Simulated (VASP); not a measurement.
## AlNi: single point with PBEsol

AlNi:

```
Al Ni
1.0
     2.79061    0.00000    0.00000
     0.00000    2.79061    0.00000
     0.00000    0.00000    2.86217
Al Ni
1 1
Direct
  0.00000 0.00000 0.00000
  0.50000 0.50000 0.50000
```

This cell differs from its parent crystal: strain -0.025 along x and y, +0.000 along z.

```yaml
Program: VASP 6.6.1
Task: single point
Functional: PBEsol
Potentials_or_basis: VASP PAW PBE potentials, release 64 (Al, Ni)
Cutoff: 600 eV
k_mesh: 20 × 20 × 20
Occupations: gaussian, width 0.15 eV
Spin: no spin polarisation
```

```json
{
  "Pressure": "10.0 GPa",
  "Band gap on the k mesh": "zero (an odd number of electrons rules out a gap without spin polarisation)"
}
```

Stress tensor (GPa, compression positive):
```
10.67  0.00  0.00
 0.00 10.67  0.00
 0.00  0.00  8.53
```

Levels at points of the mesh, in eV from the Fermi level:
| k point | band 3 | band 4 | band 5 | band 6 | band 7 | band 8 | band 9 | band 10 | band 11 | band 12 |
| --- | --- | --- | --- | --- | --- | --- | --- | --- | --- | --- |
| (0.00, 0.00, 0.00) | -3.58 | -1.72 | -1.72 | -1.64 | 5.18 | 6.13 | 6.13 | 8.25 | 8.48 | 15.06 |
| (0.50, 0.00, 0.00) | -3.04 | -2.57 | -2.41 | -1.61 | -0.62 | 8.36 | 9.79 | 10.67 | 11.20 | 11.97 |
| (0.50, 0.50, 0.00) | -2.95 | -2.95 | -2.37 | -2.37 | -1.07 | 1.76 | 3.01 | 12.66 | 15.33 | 15.33 |
| (0.00, 0.00, 0.50) | -3.09 | -2.41 | -2.41 | -1.56 | -0.82 | 8.38 | 10.58 | 10.58 | 11.70 | 11.70 |
| (0.50, 0.00, 0.50) | -3.20 | -3.07 | -2.26 | -2.24 | -1.13 | 1.52 | 2.76 | 13.32 | 15.75 | 16.02 |
| (0.50, 0.50, 0.50) | -4.46 | -1.11 | -1.04 | 1.88 | 1.95 | 1.95 | 4.37 | 4.70 | 4.70 | 4.98 |

It took 3.1 min on 1 thread of Intel Xeon 8259CL (shared host), peak memory 0.39 GiB.

Caveat: the cell differs from its parent crystal (strain -0.025 along x and y, +0.000 along z); the cell stands under pressure; the PAW data sets were made with another functional, which shifts forces and pressure a little. Spin polarisation is off, so any magnetic state and its effect on volume and gap are missing.
